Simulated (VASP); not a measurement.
Write the native input for VASP 6.6.1 that does the following.

```yaml
Task: relaxation of cell and atoms
Functional: PBE
Potentials_or_basis: VASP PAW PBE potentials, release 64 (B_h, N_h)
Cutoff: 1330 eV
k_mesh: 12 × 12 × 4
Occupations: gaussian, width 0.02 eV
Spin: no spin polarisation
Dipole_correction: no
Further_INCAR_settings: ALGO = Normal; EDIFF = 1e-07; IBRION = 2; EDIFFG = -0.01; NSW = 100; ISIF = 3
```

The structure of BN lies in POSCAR:

```
BN
1.0
    2.5119776668      0.0000000000      0.0000000000
   -1.2559888334      2.1754364731      0.0000000000
    0.0000000000      0.0000000000      7.8467541623
B N
2 2
Direct
    0.6666666667      0.3333333333      0.2500000000
    0.3333333333      0.6666666667      0.7500000000
    0.3333333333      0.6666666667      0.2500000000
    0.6666666667      0.3333333333      0.7500000000
```

The input as run:

INCAR

```
PREC     = Accurate       # precision mode
ENCUT    = 1330           # plane-wave cutoff, eV
EDIFF    = 1E-7           # SCF threshold, eV
ISMEAR   = 0              # smearing method
SIGMA    = 0.02           # smearing width, eV
LREAL    = F              # projectors in reciprocal space
LASPH    = T              # aspherical terms in the spheres
NELM     = 120            # most SCF steps
ALGO     = Normal         # electronic algorithm
ISIF     = 3              # what is computed and relaxed
LWAVE    = F              # write WAVECAR
LCHARG   = F              # write CHGCAR
GGA      = PE             # functional
IBRION   = 2              # ionic algorithm
NSW      = 100            # ionic steps
EDIFFG   = -0.01          # ionic threshold
GGA_COMPAT= F            
NELMIN   = 4
```

KPOINTS

```
regular mesh
0
Gamma
  12 12 4
```

Potentials or basis: VASP PAW PBE potentials, release 64 (B_h, N_h).

Run with:

```sh
$ cat potpaw_PBE.64/B_h/POTCAR potpaw_PBE.64/N_h/POTCAR > POTCAR
$ mpirun -np 1 vasp_std > vasp.out
```

Results of the run:

```json
{"Relaxed volume": "10.72 Å³/atom", "Relaxed cell": "a = 2.511 Å, b = 2.511 Å, c = 7.848 Å, α = 90.00°, β = 90.00°, γ = 120.00°", "Space group after relaxing (to 0.1 Å)": "P6_3/mmc (No. 194)", "Energy gained by relaxing": "0.0 meV/atom", "Ionic steps": "3", "Pressure after relaxing": "0.1 GPa", "Band gap on the k mesh": "4.51 eV (least direct gap 4.66 eV)"}
```

Caveat: this functional lacks dispersion, which binds layers or chains, so the pressure and a relaxed spacing across them are unreliable.

It took 2.6 min on 1 thread of Intel(R) Xeon(R) Platinum 8488C (Sapphire Rapids) (shared host), peak memory 0.35 GiB.
